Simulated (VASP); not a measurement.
Li, 1 atom in the cell. It takes space group Im-3m (No. 229, cubic). The conventional cell has a = 3.509 Å, b = 3.509 Å, c = 3.509 Å, α = 90.00°, β = 90.00°, γ = 90.00°. Li (site symmetry m-3m) has 14 Li at 3.04 to 3.51 Å within 4.0 Å. 

- Program: VASP 6.6.1
- Task: relaxation of cell and atoms
- Functional: PBEsol
- Potentials or basis: VASP PAW PBE potentials, release 64 (Li_sv)
- Cutoff: 600 eV
- k mesh: 11 × 11 × 11
- Occupations: fermi-dirac, width 0.05 eV
- Spin: no spin polarisation
- Target pressure: 30 GPa
- Dipole correction: no
- Further INCAR settings: ALGO = Normal; EDIFF = 1e-07; IBRION = 2; EDIFFG = -0.005; NSW = 80; ISIF = 3

Potentials or basis: VASP PAW PBE potentials, release 64 (Li_sv).

Command:

```console
$ cat potpaw_PBE.64/Li_sv/POTCAR > POTCAR
$ mpirun -np 1 vasp_std > vasp.out
```

Hardware: 1 thread of Intel(R) Xeon(R) Platinum 8488C (Sapphire Rapids), with other jobs on the host.

Task: Estimate the wall time of this run.

Result: Run time: 10 s on 1 thread of Intel(R) Xeon(R) Platinum 8488C (Sapphire Rapids) (shared host), peak memory 0.13 GiB. Counts: scf iterations 39, k points 56, ion steps 5.
